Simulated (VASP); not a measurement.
BePbBr6:

```
Be Pb Br
1.0
     6.48597    0.05603   -0.04817
     3.19245    5.64068    0.10408
     0.01404    3.60804    5.91227
Be Pb Br
1 1 6
Direct
  0.50000 0.00000 0.50000
  0.00000 0.00000 0.00000
  0.10728 0.16466 0.27327
  0.89272 0.83534 0.72673
  0.27185 0.16618 0.72668
  0.72815 0.83382 0.27332
  0.43796 0.45479 0.27324
  0.56204 0.54521 0.72676
```

* Program: VASP 6.6.1
* Task: relaxation of cell and atoms
* Functional: r2SCAN
* Dispersion: rVV10
* Potentials or basis: VASP PAW PBE potentials, release 64 (Be, Pb_d, Br)
* Cutoff: 660 eV
* k mesh: 4 × 6 × 4
* Occupations: fermi-dirac, width 0.03 eV
* Spin: no spin polarisation

At the start: pressure 0.5 GPa; volume 26.53 Å³/atom.

Problem. How do energy, volume and symmetry change on relaxing?

Solution. Over 5 steps the energy falls by 2.3 meV/atom and the volume is 26.74 Å³/atom (+0.8 %); space group R-3 (No. 148, to 0.1 Å) before and after.

Step by step:
```csv
step,energy change (eV),largest force (eV/Å),pressure (GPa),volume (Å³)
1,0.0000,0.1908,0.50,212.26
2,-0.0118,0.1054,-0.10,214.81
3,-0.0126,0.0822,-0.29,215.66
4,-0.0167,0.0412,-0.15,214.76
5,-0.0180,0.0047,0.00,213.91
```

Final structure:
```yaml
crystal:
  lattice:
    - [6.48292, 0.05649, -0.04933]
    - [3.19133, 5.63944, 0.10315]
    - [0.01362, 3.60559, 5.96179]
  atoms:
    - { symbol: Be, position: [0.50000, 0.00000, 0.50000] }
    - { symbol: Pb, position: [0.00000, 0.00000, 0.00000] }
    - { symbol: Br, position: [0.10425, 0.16589, 0.27007] }
    - { symbol: Br, position: [0.89575, 0.83411, 0.72993] }
    - { symbol: Br, position: [0.27013, 0.16594, 0.72991] }
    - { symbol: Br, position: [0.72987, 0.83406, 0.27009] }
    - { symbol: Br, position: [0.43596, 0.45981, 0.27003] }
    - { symbol: Br, position: [0.56404, 0.54019, 0.72997] }
```

Caveat: the PAW data sets were made with another functional, which shifts forces and pressure a little.
